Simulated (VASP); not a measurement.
A run of VASP 6.6.1 is set up as follows.

The input INCAR:

```
SYSTEM = TaMnN2
  PREC = Accurate
  ENCUT = 520
  EDIFF = 1E-6
  ISMEAR = 0
  SIGMA = 0.1
  LREAL = .False.
  LASPH = .True.
  NELM = 150
  ALGO = Normal
  ISIF = 2
  LWAVE = .False.
  LCHARG = .False.
  ISPIN = 2
  MAGMOM = 0 4 0 0
  LORBIT = 11
  LMAXMIX = 4
  GGA = PE
  NBANDS = 29
```

KPOINTS

```
regular mesh
0
Gamma
  6 6 4
  0 0 0
```

File POSCAR:

```
TaMnN2
1.0
    3.3073259700      0.0000000000      0.0000000000
    0.0000000000      3.3073259700      0.0000000000
    0.0000000000      0.0000000000      4.7833304200
Ta Mn N
1 1 2
Direct
    0.0000000000      0.0000000000      0.5000000000
    0.5000000000      0.5000000000      0.0000000000
    0.5000000000      0.0000000000      0.2764209500
    0.0000000000      0.5000000000      0.7235790500
```

Potentials or basis: VASP PAW PBE potentials, release 64 (Ta_pv, Mn_pv, N).

The run is started by

```bash
$ cat potpaw_PBE.64/Ta_pv/POTCAR potpaw_PBE.64/Mn_pv/POTCAR potpaw_PBE.64/N/POTCAR > POTCAR
$ mpirun -np 1 vasp_std > vasp.out
```

**Question.** What does it give for the pressure?

**Answer.** 2.2 GPa.

**Question.** What does it give for the largest force?

**Answer.** 1.070 eV/Å.

Forces on the atoms (eV/Å):
```
Ta   0.000  0.000  0.000
Mn   0.000  0.000  0.000
N    0.000  0.000 -1.070
N    0.000  0.000  1.070
```

Caveat: a cell with one magnetic atom can't hold antiferromagnetic order, which such compounds often take; forces of over 1 eV/Å act on the atoms, so gaps and moduli don't describe the material at rest.
